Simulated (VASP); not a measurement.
Input of a VASP 6.6.1 run:

Contents of INCAR:

```
  ALGO = Normal
  EDIFF = 1E-8
  ENCUT = 520
  GGA = PS
  IBRION = 8
  ISIF = 2
  ISMEAR = -1
  LASPH = T
  LCHARG = T
  LREAL = F
  LWAVE = F
  NELM = 80
  NSW = 1
  PREC = Accurate
  SIGMA = 0.1
```

The input KPOINTS:

```
k-points
0
Gamma
  16 16 16
```

POSCAR

```
TiC
1.0
    0.0000000000      2.1250731550      2.1250731550
    2.1250731550      0.0000000000      2.1250731550
    2.1250731550      2.1250731550      0.0000000000
Ti C
1 1
Direct
    0.0000000000      0.0000000000      0.0000000000
    0.5000000000      0.5000000000      0.5000000000
```

Potentials or basis: VASP PAW PBE potentials, release 64 (Ti_sv, C).

Run with:

```bash
$ cat potpaw_PBE.64/Ti_sv/POTCAR potpaw_PBE.64/C/POTCAR > POTCAR
$ mpirun -np 1 vasp_std > vasp.out
```

Problem. Predict the highest phonon frequency at Γ.

Solution. 573 cm⁻¹.

Phonon frequencies in cm⁻¹ (negative: imaginary):
```csv
q point,frequencies
"(0.000, 0.000, 0.000)",0 0 0 573 573 573
```

Caveat: the cell stands under pressure or tension, which shifts response properties.
